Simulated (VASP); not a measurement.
Zn:

```
Zn
1.0
     2.44635    0.00000    0.00000
     0.00000    2.44635    0.00000
     0.00000    0.00000    2.44635
Zn
1
Direct
  0.00000 0.00000 0.00000
```

| Property | Result |
| --- | --- |
| Program | VASP 6.6.1 |
| Task | relaxation of cell and atoms |
| Functional | LDA |
| Potentials or basis | VASP PAW LDA potentials, release 64 (Zn) |
| Cutoff | 500 eV |
| k mesh | 15 × 15 × 15 |
| Occupations | fermi-dirac, width 0.1 eV |
| Spin | no spin polarisation |

At the start: pressure 9.0 GPa; volume 14.64 Å³/atom.

Q: How do energy, volume and symmetry change on relaxing?

A: Over 3 steps the energy falls by 38.8 meV/atom and the volume is 16.16 Å³/atom (+10.4 %); space group Pm-3m (No. 221, to 0.05 Å).

The path:
| step | energy change (eV) | largest force (eV/Å) | pressure (GPa) | volume (Å³) |
| --- | --- | --- | --- | --- |
| 1 | 0.0000 | 0.0000 | 8.97 | 14.64 |
| 2 | -0.0377 | 0.0000 | -1.19 | 16.45 |
| 3 | -0.0388 | 0.0000 | 0.04 | 16.16 |

Final structure:
```yaml
crystal:
  lattice:
    - [2.52808, 0.00000, 0.00000]
    - [0.00000, 2.52808, 0.00000]
    - [0.00000, 0.00000, 2.52808]
  atoms:
    - { symbol: Zn, position: [0.00000, 0.00000, 0.00000] }
```
